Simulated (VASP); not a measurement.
Here is a VASP 6.6.1 calculation.

File POSCAR:

```
Li
1.0
    3.1986817736      0.0000000000      0.0000000000
   -1.5993408868      2.7701396745      0.0000000000
    0.0000000000      0.0000000000      4.8176165237
Li
2
Direct
    0.3333333333      0.6666666667      0.2500000000
    0.6666666667      0.3333333333      0.7500000000
```

File INCAR.step1:

```
PREC = Accurate
ENCUT = 520
ISMEAR = 0
SIGMA = 0.15
LREAL = False
LASPH = True
NELM = 80
NBANDS = 10
GGA = PE
ALGO = Normal
EDIFF = 1E-4
LWAVE = True
LCHARG = False
```

The input INCAR.step2:

```
PREC = Accurate
ENCUT = 520
EDIFF = 1E-6
ISMEAR = 0
SIGMA = 0.15
LREAL = False
LASPH = True
NELM = 80
ALGO = Normal
ISIF = 2
LWAVE = False
LCHARG = False
METAGGA = R2SCAN
LMIXTAU = True
NBANDS = 10
ISTART = 1
```

File KPOINTS:

```
Automatic mesh
0
Gamma
  18 18 10
```

Potentials or basis: VASP PAW PBE potentials, release 64 (Li_sv).

Command:

```bash
$ cat potpaw_PBE.64/Li_sv/POTCAR > POTCAR
$ cp INCAR.step1 INCAR
$ mpirun -np 1 vasp_std > vasp.out
$ cp INCAR.step2 INCAR
$ mpirun -np 1 vasp_std > vasp.out
```

Problem. Estimate the band gap on the k mesh.

Solution. Zero (band 3 reaches 2.57 eV, above the bottom of band 4 at -1.95 eV).
